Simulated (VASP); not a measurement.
# Na (I4/mmm) in VASP: further runs

The runs below take Na through single point, with LDA.

All numbers are computed with VASP 6.6.1; they aren't measurements. Logs are shortened: lines on timing, memory, paths and dates and some standing lists are left out, and cuts for length are marked.

## Step 1: The cell of the first run

The structure is tetragonal, space group I4/mmm (No. 139). Conventional cell: a = 3.621 Å, b = 3.621 Å, c = 5.287 Å, α = 90.00°, β = 90.00°, γ = 90.00°. Within 4.8 Å of Na (site symmetry 4/mmm) lie 12 Na at 3.62 to 3.68 Å.

## Step 2: Single point, LDA

File INCAR:

```
SYSTEM = Na
  PREC = Accurate
  ENCUT = 520
  EDIFF = 1E-7
  ISMEAR = 0
  SIGMA = 0.15
  LREAL = .FALSE.
  LASPH = .TRUE.
  NELM = 60
  ALGO = Fast
  ISIF = 2
  LWAVE = .FALSE.
  LCHARG = .FALSE.
  NBANDS = 10
```

File KPOINTS:

```
regular mesh
0
G
  18 18 18
  0 0 0
```

File POSCAR:

```
Na
1.0
   -1.8102542474      1.8102542474      2.6437500000
    1.8102542474     -1.8102542474      2.6437500000
    1.8102542474      1.8102542474     -2.6437500000
Na
1
Direct
    0.0000000000      0.0000000000      0.0000000000
```

Potentials or basis: VASP PAW LDA potentials, release 64 (Na_pv).

Launch:

```sh
$ cat potpaw_LDA.64/Na_pv/POTCAR > POTCAR
$ mpirun -np 1 vasp_std > vasp.out
```

OUTCAR:

```text
SYSTEM = Na
   PREC = Accurate
   ENCUT = 520
   EDIFF = 1E-7
   ISMEAR = 0
   LREAL = .FALSE.
   LASPH = .TRUE.
   NELM = 60
   ISIF = 2

 ion  position               nearest neighbor table
   1  0.000  0.000  0.000-

  LATTYP: Found a body centered tetragonal cell.
 ALAT       =     3.6205084948
 C/A-ratio  =     1.4604302151

  Lattice vectors:

 A1 = (  -1.8102542474,   1.8102542474,   2.6437500000)
 A2 = (   1.8102542474,  -1.8102542474,   2.6437500000)
 A3 = (   1.8102542474,   1.8102542474,  -2.6437500000)

Analysis of symmetry for initial positions (statically):
=====================================================================
 Subroutine PRICEL returns:
 Original cell was already a primitive cell.

 Routine SETGRP: Setting up the symmetry group for a
 body centered tetragonal supercell.

 Subroutine GETGRP returns: Found 16 space group operations
 (whereof 16 operations were pure point group operations)
 out of a pool of 16 trial point group operations.

The static configuration has the point symmetry D_4h.

Analysis of symmetry for dynamics (positions and initial velocities):
=====================================================================
 Subroutine PRICEL returns:
 Original cell was already a primitive cell.

 Routine SETGRP: Setting up the symmetry group for a
 body centered tetragonal supercell.

 Subroutine GETGRP returns: Found 16 space group operations
 (whereof 16 operations were pure point group operations)
 out of a pool of 16 trial point group operations.

The dynamic configuration has the point symmetry D_4h.

 Subroutine INISYM returns: Found 16 space group operations
 (whereof 16 operations are pure point group operations),
 and found     1 'primitive' translations

----------------------------------------------------------------------------------------

                                     Primitive cell

  volume of cell :      34.6545

  direct lattice vectors                    reciprocal lattice vectors
    -1.810254247  1.810254247  2.643750000     0.000000000  0.276204296  0.189125296
     1.810254247 -1.810254247  2.643750000     0.276204296  0.000000000  0.189125296
     1.810254247  1.810254247 -2.643750000     0.276204296  0.276204296  0.000000000

  length of vectors
     3.680143332  3.680143332  3.680143332     0.334749444  0.334749444  0.390611861

  position of ions in fractional coordinates (direct lattice)
     0.000000000  0.000000000  0.000000000

  ion indices of the primitive-cell ions
[... 79 lines left out ...]
   NFREE  =      0    steps in history (QN), initial steepest desc. (CG)
   ISIF   =      2    stress and relaxation
   ISYM   =      2    0-nonsym 1-usesym 2-fastsym
   POTIM  = 0.5000    time-step for ionic-motion
   TEBEG  =    0.0;   TEEND  =   0.0 temperature during run
   PSTRESS=    0.0 pullay stress
   NELECT =       7.0000    total number of electrons
   NUPDOWN=      -1.0000    fix difference up-down
   EMIN   =  10.00;   EMAX   =-10.00  energy-range for DOS
   EFERMI =   0.00;   METHOD = LEGACY
   ISMEAR =     0;   SIGMA  =   0.15  broadening in eV -4-tet -1-fermi 0-gaus
   EFERMI_NEDOS =   21; number of points for ismear=-14 and -15
   IALGO  =     68    algorithm
   IMIX   =      4    mixing-type and parameters
     AMIX     =   0.40;   BMIX     =  1.00
     AMIX_MAG =   1.60;   BMIX_MAG =  1.00
  volume/ion in A,a.u.               =      34.65       233.86
  Fermi-wavevector in a.u.,A,eV,Ry     =   0.960552  1.815181 12.553560  0.922661
  Thomas-Fermi vector in A             =   2.089847
   LORBIT       =      0    0 simple, 1 ext, 2 COOP (PROOUT), +10 PAW based schemes
   GGA     = CA    functional components
   LHFCALC =     F    Hartree Fock is set to
   AEXX    =    0.0000 exact exchange contribution
   IVDW    =     0    specifies the selected vdW correction
   LEPSILON=     F    determine dielectric tensor
   LRPA    =     F    only Hartree local field effects (RPA)
 non-spin polarized calculation
 RMM-DIIS sequential band-by-band and
 Gauss-broadening in eV      SIGMA  =   0.15
  energy-cutoff  :      520.00
  volume of cell :       34.65
 maximum number of plane-waves:       954
   NGX = 13   NGY = 13   NGZ = 13

 number of electron       6.9999999 magnetization

 Free energy of the ion-electron system (eV)
  ---------------------------------------------------
  ext. energy  EPLUGINS =         0.00000000
  ---------------------------------------------------
  free energy    TOTEN  =        -1.45603324 eV

  energy without entropy =       -1.45083765  energy(sigma->0) =       -1.45343545

 E-fermi :   0.3705     XC(G=0):  -6.9193

 val. band max:        0.3608200001   @ k =   0.2778   0.2778  -0.0000
 cond. band min:       0.3814844455   @ k =  -0.2222   0.4444   0.0556
 fundamental gap:      0.0206644454
 Fermi energy:         0.3705469871

 k-point     1 :       0.0000    0.0000    0.0000
  band No.  band energies     occupation
      1     -24.5345      2.00000
      2     -24.5345      2.00000
      3     -24.5345      2.00000
      4      -3.0746      2.00000
      5      11.7189      0.00000
      6      11.8494      0.00000
      7      11.8494      0.00000
      8      13.1268      0.00000
      9      13.5184      0.00000
     10      13.5274      0.00000
[... 287 lines left out ...]
 k-point    24 :      -0.2222    0.0556   -0.0000
  band No.  band energies     occupation
      1     -24.5514      2.00000
      2     -24.5379      2.00000
      3     -24.5366      2.00000
      4      -2.3008      2.00000
      5       7.1875      0.00000
      6      10.3607      0.00000
      7      10.9768      0.00000
      8      13.2175      0.00000
      9      13.4038      0.00000
     10      14.3928      0.00000

 [... further k-points ...]

------------------------ aborting loop because EDIFF is reached ----------------------------------------

  FORCE on cell =-STRESS in cart. coord.  units (eV):
  Direction    XX          YY          ZZ          XY          YZ          ZX
  --------------------------------------------------------------------------------------
  -------------------------------------------------------------------------------------
  Total       -0.0690847     -0.0690847     -0.0821871      0.0000000      0.0000000      0.0000000
  in kB       -3.1939836     -3.1939836     -3.7997482      0.0000000      0.0000000      0.0000000
  external PRESSURE =      -3.3959051 kB  Pullay stress =       0.0000000 kB

 VOLUME and BASIS-vectors are now :
 -----------------------------------------------------------------------------
  energy-cutoff  :      520.00
  volume of cell :       34.65
      direct lattice vectors                 reciprocal lattice vectors
    -1.810254247  1.810254247  2.643750000     0.000000000  0.276204296  0.189125296
     1.810254247 -1.810254247  2.643750000     0.276204296  0.000000000  0.189125296
     1.810254247  1.810254247 -2.643750000     0.276204296  0.276204296  0.000000000

 POSITION                                       TOTAL-FORCE (eV/Angst)
 -----------------------------------------------------------------------------------
      0.00000      0.00000      0.00000         0.000000      0.000000      0.000000
 -----------------------------------------------------------------------------------
    total drift:                                0.000000     -0.000000      0.000000

  FREE ENERGIE OF THE ION-ELECTRON SYSTEM (eV)
  ---------------------------------------------------
  free  energy   TOTEN  =        -1.4560332438 eV

  energy  without entropy=       -1.4508376547  energy(sigma->0) =       -1.45343545
```

OSZICAR:

```text
N       E                     dE             d eps       ncg     rms          rms(c)
DAV:   1     0.281675020776E+02    0.28168E+02   -0.38088E+03  9618   0.590E+02
DAV:   2    -0.871561532313E+00   -0.29039E+02   -0.28903E+02  9868   0.148E+02
DAV:   3    -0.145360776147E+01   -0.58205E+00   -0.58165E+00 11544   0.230E+01
DAV:   4    -0.145796223873E+01   -0.43545E-02   -0.43541E-02 11206   0.197E+00
DAV:   5    -0.145802107874E+01   -0.58840E-04   -0.58839E-04 10980   0.228E-01    0.201E-01
RMM:   6    -0.145676191266E+01    0.12592E-02   -0.37141E-04 12945   0.220E-01    0.131E-01
RMM:   7    -0.145603754672E+01    0.72437E-03   -0.52610E-04 13237   0.209E-01    0.215E-02
RMM:   8    -0.145602928653E+01    0.82602E-05   -0.15253E-04 12982   0.209E-01    0.352E-03
RMM:   9    -0.145603266767E+01   -0.33811E-05   -0.30485E-05 14799   0.616E-02    0.273E-03
RMM:  10    -0.145603314991E+01   -0.48224E-06   -0.77396E-06 13578   0.474E-02    0.168E-03
RMM:  11    -0.145603318259E+01   -0.32679E-07   -0.22144E-06 14212   0.169E-02    0.274E-04
RMM:  12    -0.145603324383E+01   -0.61242E-07   -0.60365E-07  9669   0.109E-02
   1 F= -.14560332E+01 E0= -.14534354E+01  d E =-.519559E-02
```

stdout:

```text
POSCAR found type information on POSCAR Na
 POSCAR found :  1 types and       1 ions
 scaLAPACK will be used
 LDA part: xc-table for (Slater(with rela. corr.)+CA(PZ))
 , standard interpolation
 POSCAR, INCAR and KPOINTS ok, starting setup
 FFT: planning ... GRIDC
 FFT: planning ... GRID_SOFT
 FFT: planning ... GRID
 WAVECAR not read
 entering main loop
WARNING in EDDRMM: call to ZHEGV failed, returncode =   6  3      7
WARNING in EDDRMM: call to ZHEGV failed, returncode =   8  4     10
WARNING in EDDRMM: call to ZHEGV failed, returncode =   8  4     10
WARNING in EDDRMM: call to ZHEGV failed, returncode =   8  4      9
```

It took 81 s on 1 thread of AMD EPYC 9R45 (Zen 5), shared host; peak memory 0.21 GiB.

Results:

* Free energy: -1.4560 eV
* Pressure: -0.3 GPa
* Band gap on the k mesh: zero (an odd number of electrons rules out a gap without spin polarisation)

## Step 3: Single point, LDA

This run uses another cell than the first one, of 34.90 Å³/atom.

File INCAR:

```
SYSTEM = Na
ALGO = Fast
EDIFF = 1E-6
ENCUT = 520
GGA = CA
ISIF = 2
ISMEAR = 0
LASPH = .TRUE.
LCHARG = .FALSE.
LREAL = .FALSE.
LWAVE = .FALSE.
NBANDS = 10
NELM = 60
PREC = Accurate
SIGMA = 0.15
```

File KPOINTS:

```
k-points
0
G
  18 18 18
  0 0 0
```

File POSCAR:

```
Na
1.0
   -1.8525000000      1.8525000000      2.5420818476
    1.8525000000     -1.8525000000      2.5420818476
    1.8525000000      1.8525000000     -2.5420818476
Na
1
Direct
    0.0000000000      0.0000000000      0.0000000000
```

Potentials or basis: VASP PAW LDA potentials, release 64 (Na_pv).

Launch:

```sh
$ cat potpaw_LDA.64/Na_pv/POTCAR > POTCAR
$ mpirun -np 1 vasp_std > vasp.out
```

It took 68 s on 1 thread of AMD EPYC 9R45 (Zen 5), shared host; peak memory 0.21 GiB.

Results (log left out):

```yaml
Free_energy: -1.4556 eV
Pressure: -0.5 GPa
Band_gap_on_the_k_mesh: zero (an odd number of electrons rules out a gap without spin polarisation)
```

Levels at points of the mesh, in eV from the Fermi level:
```tsv
k point	band 2	band 3	band 4	band 5	band 6	band 7
(0.00, 0.00, 0.00)	-24.91	-24.91	-3.43	11.35	11.35	11.47
(0.50, 0.00, 0.00)	-24.91	-24.91	0.57	0.96	10.21	10.61
(0.50, 0.50, 0.00)	-24.92	-24.92	1.71	2.27	6.54	7.47
(0.50, 0.50, 0.50)	-24.92	-24.92	2.03	2.58	6.27	7.14
```

## Step 4: Single point, LDA

This run uses another cell than the first one, of 36.29 Å³/atom.

File INCAR:

```
SYSTEM = Na
ALGO     = Fast           ! electronic algorithm
EDIFF    = 1E-6           ! SCF threshold, eV
ENCUT    = 520            ! plane-wave cutoff, eV
GGA      = CA             ! functional
ISIF     = 2              ! what is computed and relaxed
ISMEAR   = 0              ! smearing method
LASPH    = .TRUE.         ! aspherical terms in the spheres
LCHARG   = .FALSE.        ! write CHGCAR
LREAL    = .FALSE.        ! projectors in reciprocal space
LWAVE    = .FALSE.        ! write WAVECAR
NBANDS   = 10             ! bands
NELM     = 60             ! most SCF steps
PREC     = Accurate       ! precision mode
SIGMA    = 0.15           ! smearing width, eV
```

KPOINTS is that of step 3.

File POSCAR:

```
Na
1.0
   -1.8525000000      1.8525000000      2.6437500000
    1.8525000000     -1.8525000000      2.6437500000
    1.8525000000      1.8525000000     -2.6437500000
Na
1
Direct
    0.0000000000      0.0000000000      0.0000000000
```

Launch:

```sh
$ cat potpaw_LDA.64/Na_pv/POTCAR > POTCAR
$ mpirun -np 1 vasp_std > vasp.out
```

It took 66 s on 1 thread of AMD EPYC 9R45 (Zen 5), shared host; peak memory 0.21 GiB.

The run converged. Its results:

| Property | Result |
| --- | --- |
| Free energy | -1.4510 eV |
| Pressure | -0.8 GPa |
| Band gap on the k mesh | zero (an odd number of electrons rules out a gap without spin polarisation) |

Levels at points of the mesh, in eV from the Fermi level:
```csv
k point,band 1,band 2,band 3,band 4,band 5,band 6,band 7,band 8,band 9
"(0.00, 0.00, 0.00)",-24.94,-24.94,-24.94,-3.34,11.13,11.16,11.16,12.43,12.72
"(0.50, 0.00, 0.00)",-24.98,-24.94,-24.94,0.57,0.92,10.14,10.27,11.10,11.26
"(0.50, 0.50, 0.00)",-24.97,-24.95,-24.95,1.81,2.35,6.31,7.13,7.14,9.08
"(0.50, 0.50, 0.50)",-24.97,-24.95,-24.95,1.71,2.26,6.38,7.23,7.23,9.17
```

## Step 5: Single point, LDA

This run uses another cell than the first one, of 37.69 Å³/atom.

File INCAR:

```
  PREC = Accurate
  ENCUT = 520
  EDIFF = 1E-6
  ISMEAR = 0
  SIGMA = 0.15
  LREAL = False
  LASPH = True
  NELM = 60
  ALGO = Fast
  ISIF = 2
  LWAVE = False
  LCHARG = False
  GGA = CA
  NBANDS = 10
```

File KPOINTS:

```
regular mesh
0
Gamma
  18 18 18
```

File POSCAR:

```
Na
1.0
   -1.8525000000      1.8525000000      2.7454500000
    1.8525000000     -1.8525000000      2.7454500000
    1.8525000000      1.8525000000     -2.7454500000
Na
1
Direct
    0.0000000000      0.0000000000      0.0000000000
```

Launch:

```sh
$ cat potpaw_LDA.64/Na_pv/POTCAR > POTCAR
$ mpirun -np 1 vasp_std > vasp.out
```

Wall time 69 s (1 thread of AMD EPYC 9R45 (Zen 5), shared host); peak memory 0.22 GiB.

Results (log left out):

```yaml
Free_energy: -1.4440 eV
Pressure: -1.0 GPa
Band_gap_on_the_k_mesh: zero (an odd number of electrons rules out a gap without spin polarisation)
```

Stress tensor (GPa, compression positive):
```
-0.97  0.00  0.00
 0.00 -0.97  0.00
 0.00  0.00 -1.07
```

Levels at points of the mesh, in eV from the Fermi level:
| k point | band 1 | band 2 | band 3 | band 4 | band 5 | band 6 | band 7 | band 8 | band 9 |
| --- | --- | --- | --- | --- | --- | --- | --- | --- | --- |
| (0.00, 0.00, 0.00) | -24.97 | -24.97 | -24.97 | -3.26 | 10.82 | 11.01 | 11.01 | 12.19 | 12.38 |
| (0.50, 0.00, 0.00) | -25.00 | -24.97 | -24.97 | 0.57 | 0.89 | 9.67 | 10.33 | 10.33 | 11.24 |
| (0.50, 0.50, 0.00) | -25.00 | -24.98 | -24.98 | 1.90 | 2.43 | 6.11 | 6.80 | 6.86 | 8.68 |
| (0.50, 0.50, 0.50) | -25.00 | -24.98 | -24.98 | 1.44 | 1.96 | 6.50 | 7.32 | 7.32 | 9.12 |

(Continued in part 2 of 2.)

The gap in the log of VASP goes by the Fermi energy; the results here count the filled bands.